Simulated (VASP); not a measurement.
## WS2: relaxation of shape and atoms at fixed volume with PBE+D3(BJ)

WS2:

```
CELL_PARAMETERS angstrom
1.53661 0.88716 5.60819
-1.53661 0.88716 5.60819
0.00000 -1.77432 5.60819
ATOMIC_POSITIONS crystal
W 0.00060 0.00060 0.00060
S 0.24152 0.24152 0.24152
S 0.42658 0.42658 0.42658
```

- Program: VASP 6.6.1
- Task: relaxation of shape and atoms at fixed volume
- Functional: PBE
- Dispersion: D3(BJ)
- Potentials or basis: VASP PAW PBE potentials, release 64 (W_sv, S)
- Cutoff: 600 eV
- k mesh: 12 × 12 × 12
- Occupations: gaussian, width 0.02 eV
- Spin: no spin polarisation
- Dipole correction: no
- Further INCAR settings: ALGO = Normal; EDIFF = 1e-06; IBRION = 2; EDIFFG = -0.01; NSW = 50; ISIF = 4

```json
{
  "Energy gained by relaxing": "5.6 meV/atom",
  "Ionic steps": "8",
  "Pressure after relaxing": "11.5 GPa",
  "Band gap on the k mesh": "0.45 eV (least direct gap 1.74 eV)",
  "Dispersion energy per atom": "-0.502 eV"
}
```

Step by step:
| step | energy change (eV) | largest force (eV/Å) | pressure (GPa) | volume (Å³) |
| --- | --- | --- | --- | --- |
| 1 | 0.0000 | 0.6108 | 15.00 | 45.87 |
| 2 | -0.0117 | 0.1761 | 11.18 | 45.87 |
| 3 | -0.0134 | 0.0425 | 12.15 | 45.87 |
| 4 | -0.0166 | 0.0209 | 11.67 | 45.87 |
| 5 | -0.0169 | 0.0268 | 11.49 | 45.87 |
| 6 | -0.0169 | 0.0282 | 11.48 | 45.87 |
| 7 | -0.0169 | 0.0450 | 11.44 | 45.87 |
| 8 | -0.0169 | 0.0010 | 11.46 | 45.87 |

Final structure:
```
W S
1.0
     1.54218    0.89038    5.56773
    -1.54218    0.89038    5.56773
     0.00000   -1.78075    5.56773
W S
1 2
Direct
  0.00057 0.00057 0.00057
  0.23977 0.23977 0.23977
  0.42835 0.42835 0.42835
```

Levels at points of the mesh, in eV from the valence-band top:
| k point | band 10 | band 11 | band 12 | band 13 | band 14 | band 15 | band 16 | band 17 |
| --- | --- | --- | --- | --- | --- | --- | --- | --- |
| (0.00, 0.00, 0.00) | -2.71 | -2.71 | -2.03 | -0.95 | 1.73 | 1.73 | 2.33 | 2.33 |
| (0.50, 0.00, 0.00) | -4.80 | -2.97 | -2.31 | -1.95 | 2.23 | 2.25 | 3.05 | 3.57 |
| (0.50, 0.50, 0.00) | -4.48 | -4.05 | -2.69 | -2.07 | 2.13 | 2.41 | 3.06 | 4.48 |
| (0.50, 0.50, 0.50) | -3.98 | -2.56 | -2.56 | 0.00 | 1.74 | 1.74 | 2.15 | 2.15 |

Run time: 18 min on 1 thread of Intel(R) Xeon(R) 6975P-C (Granite Rapids) (shared host), peak memory 0.47 GiB.

Caveat: spin-orbit coupling is left out, which moves the levels of the heavy elements. A k mesh can miss the band edges.
